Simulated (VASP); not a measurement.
Set up this calculation in VASP 6.6.1, as the native input.

| Property | Result |
| --- | --- |
| Task | single point |
| Functional | PBEsol |
| Potentials or basis | VASP PAW PBE potentials, release 64 (Ta_pv, N) |
| Cutoff | 520 eV |
| k mesh | 16 × 16 × 12 |
| Occupations | gaussian, width 0.1 eV |
| Spin | no spin polarisation |
| Dipole correction | no |
| Further INCAR settings | ALGO = Fast; EDIFF = 1e-07; NBANDS = 24 |

The structure of TaN lies in POSCAR:

```
TaN
1.0
    2.1550270309      2.1550270309      0.0000000000
   -2.1550270309      2.1550270309      0.0000000000
    0.0000000000      0.0000000000      4.3100540618
Ta N
2 2
Direct
    0.5000000000      0.5000000000      0.0000000000
    0.0000000000      0.0000000000      0.5000000000
    0.0000000000      0.0000000000      0.0000000000
    0.5000000000      0.5000000000      0.5000000000
```

This cell differs from its parent crystal: equal strain along all axes, cell held: -1.5 %.

One way to write it, as run:

INCAR

```
PREC = Accurate
ENCUT = 520
EDIFF = 1E-7
ISMEAR = 0
SIGMA = 0.1
LREAL = F
LASPH = T
NELM = 80
ALGO = Fast
ISIF = 2
LWAVE = F
LCHARG = F
GGA = PS
NBANDS = 24
```

KPOINTS

```
Automatic mesh
0
Gamma
  16 16 12
```

Potentials or basis: VASP PAW PBE potentials, release 64 (Ta_pv, N).

Run with:

```sh
$ cat potpaw_PBE.64/Ta_pv/POTCAR potpaw_PBE.64/N/POTCAR > POTCAR
$ mpirun -np 1 vasp_std > vasp.out
```

Results of the run:

The pressure is 19.2 GPa. The band gap on the k mesh is zero (bands 16 and 17 overlap by 4.41 eV).

Caveat: the cell differs from its parent crystal (equal strain along all axes, cell held: -1.5 %); the cell stands under pressure; the PAW data sets were made with another functional, which shifts forces and pressure a little; spin-orbit coupling is left out, which moves the levels of the heavy elements.

Wall time 6 min on 1 thread of Oxide Virtual Turin-like Processor, with other jobs on the host, peak memory 0.31 GiB.
